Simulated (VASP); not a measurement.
A run of VASP 6.6.1 is set up as follows.

INCAR

```
SYSTEM = BN
PREC     = Accurate       ! precision mode
ENCUT    = 520            ! plane-wave cutoff, eV
EDIFF    = 1E-7           ! SCF threshold, eV
ISMEAR   = 0              ! smearing method
SIGMA    = 0.02           ! smearing width, eV
LREAL    = .FALSE.        ! projectors in reciprocal space
LASPH    = .TRUE.         ! aspherical terms in the spheres
NELM     = 80             ! most SCF steps
ALGO     = Normal         ! electronic algorithm
ISIF     = 2              ! what is computed and relaxed
LWAVE    = .FALSE.        ! write WAVECAR
LCHARG   = .FALSE.        ! write CHGCAR
GGA      = PE             ! functional
NBANDS   = 11             ! bands
```

Contents of KPOINTS:

```
regular mesh
0
G
  1 1 1
  0 0 0
```

File POSCAR:

```
BN
1.0
    0.0000000000      3.4953158300      2.1660912400
    1.2516321000      0.0000000000      2.1660912400
    1.2516321000      3.4953158300      0.0000000000
B N
1 1
Direct
    0.0000486500      0.0000486500      0.9999513500
    0.6666513400      0.6666513400      0.3333486600
```

Potentials or basis: VASP PAW PBE potentials, release 64 (B, N).

Command:

```bash
$ cat potpaw_PBE.64/B/POTCAR potpaw_PBE.64/N/POTCAR > POTCAR
$ mpirun -np 1 vasp_gam > vasp.out
```

Q: Estimate the band gap on the k mesh.

A: 4.98 eV.

Q: Estimate the pressure.

A: 38.9 GPa.

Stress tensor (GPa, compression positive):
```
20.06  0.00  0.00
 0.00 74.05  0.00
 0.00  0.00 22.45
```

Caveat: the k points lie up to 3.04 Å⁻¹ apart. Expect the measured gap to be larger: semilocal functionals such as PBE lack the derivative discontinuity.
